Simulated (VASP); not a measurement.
Input of a VASP 6.6.1 run:

Contents of INCAR:

```
ALGO = Fast
EDIFF = 1E-6
ENCUT = 520
GGA = PS
ISIF = 2
ISMEAR = 0
LASPH = True
LCHARG = True
LELF = True
LREAL = False
LVHAR = True
LWAVE = False
NBANDS = 32
NELM = 80
PREC = Accurate
SIGMA = 0.1
```

KPOINTS

```
k-points
0
Gamma
  16 16 6
```

The input POSCAR:

```
Zn3Cu
1.0
    1.5150060000     -2.1665900000      0.0000000000
    1.5150060000      2.1665900000      0.0000000000
    0.0000000000      0.0000000000      8.5410380000
Zn Cu
3 1
Direct
    0.5000000000      0.5000000000      0.7636800000
    0.0000000000      0.0000000000      0.5000000000
    0.5000000000      0.5000000000      0.2363200000
    0.0000000000      0.0000000000      0.0000000000
```

Potentials or basis: VASP PAW PBE potentials, release 64 (Zn, Cu).

The run is started by

```console
$ cat potpaw_PBE.64/Zn/POTCAR potpaw_PBE.64/Cu/POTCAR > POTCAR
$ mpirun -np 1 vasp_std > vasp.out
```

**Question.** Predict the pressure.

**Answer.** -5.7 GPa.

Stress tensor (GPa, compression positive):
```
-5.20  0.00  0.00
 0.00 -5.84  0.00
 0.00  0.00 -6.07
```

Caveat: the PAW data sets were made with another functional, which shifts forces and pressure a little.
